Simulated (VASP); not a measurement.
WS2: single point with r2SCAN

WS2, a slab with vacuum:

```xyz
3
Lattice="3.2254 0.0000 0.0000 -1.6127 2.7933 0.0000 0.0000 0.0000 17.1736" Properties=species:S:1:pos:R:3 pbc="T T T"
W     0.0000    0.0000    0.0000
S     0.0000    1.8622    1.5800
S     0.0000    1.8622   15.5937
```

```json
{"Program": "VASP 6.6.1", "Task": "single point", "Functional": "r2SCAN", "Potentials or basis": "VASP PAW PBE potentials, release 64 (W_sv, S)", "Cutoff": "520 eV", "k mesh": "10 × 10 × 2", "Occupations": "fermi-dirac, width 0.05 eV", "Spin": "no spin polarisation"}
```

```yaml
Largest_force: 0.681 eV/Å
Band_gap_on_the_k_mesh: 1.98 eV, indirect (least direct gap 2.16 eV)
```

Forces in eV/Å, atoms in the order of the input:
```
W    0.000  0.000  0.000
S    0.000  0.000 -0.681
S    0.000  0.000  0.681
```

Levels at points of the mesh, in eV from the valence-band top:
| k point | band 9 | band 10 | band 11 | band 12 | band 13 | band 14 | band 15 | band 16 | band 17 | band 18 |
| --- | --- | --- | --- | --- | --- | --- | --- | --- | --- | --- |
| (0.00, 0.00, 0.00) | -2.97 | -2.18 | -1.76 | -1.76 | 0.00 | 2.92 | 2.92 | 3.03 | 3.03 | 5.40 |
| (0.50, 0.00, 0.00) | -4.51 | -3.52 | -2.25 | -1.46 | -0.96 | 2.81 | 3.25 | 4.25 | 4.74 | 5.40 |
| (0.00, 0.00, 0.50) | -2.97 | -2.18 | -1.76 | -1.76 | 0.00 | 2.92 | 2.92 | 3.03 | 3.03 | 5.43 |
| (0.50, 0.00, 0.50) | -4.51 | -3.52 | -2.25 | -1.46 | -0.96 | 2.81 | 3.25 | 4.25 | 4.74 | 5.40 |

It took 2.8 min on 1 thread of Intel(R) Xeon(R) 6975P-C (Granite Rapids), with other jobs on the host, peak memory 0.32 GiB.

Caveat: the PAW data sets were made with another functional, which shifts forces and pressure a little; spin-orbit coupling is left out, which moves the levels of the heavy elements.
